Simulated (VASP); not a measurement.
Here is a VASP 6.6.1 calculation.

File INCAR:

```
SYSTEM = Ni2H
PREC = Accurate
ENCUT = 520
EDIFF = 1E-6
ISMEAR = 0
SIGMA = 0.1
LREAL = .FALSE.
LASPH = .TRUE.
NELM = 150
ALGO = Normal
ISIF = 2
LWAVE = .FALSE.
LCHARG = .FALSE.
ISPIN = 2
MAGMOM = 0.2 0.2 0
LORBIT = 11
LMAXMIX = 4
GGA = PE
NBANDS = 22
```

KPOINTS

```
regular mesh
0
G
  8 8 8
  0 0 0
```

Contents of POSCAR:

```
Ni2H
1.0
   -1.6123309606      1.6123309606      2.7632617003
    1.6123309606     -1.6123309606      2.7632617003
    1.6123309606      1.6123309606     -2.7632617003
Ni H
2 1
Direct
    0.7068661663      0.7068661663      0.0000000000
    0.2931338337      0.2931338337      0.0000000000
    0.0000000000      0.0000000000      0.0000000000
```

Potentials or basis: VASP PAW PBE potentials, release 64 (Ni, H).

The run is started by

```sh
$ cat potpaw_PBE.64/Ni/POTCAR potpaw_PBE.64/H/POTCAR > POTCAR
$ mpirun -np 1 vasp_std > vasp.out
```

(1) Estimate the largest force.

(2) Estimate the net moment.

## Answers

(1) 0.028 eV/Å.

(2) 0.02 μB per cell.
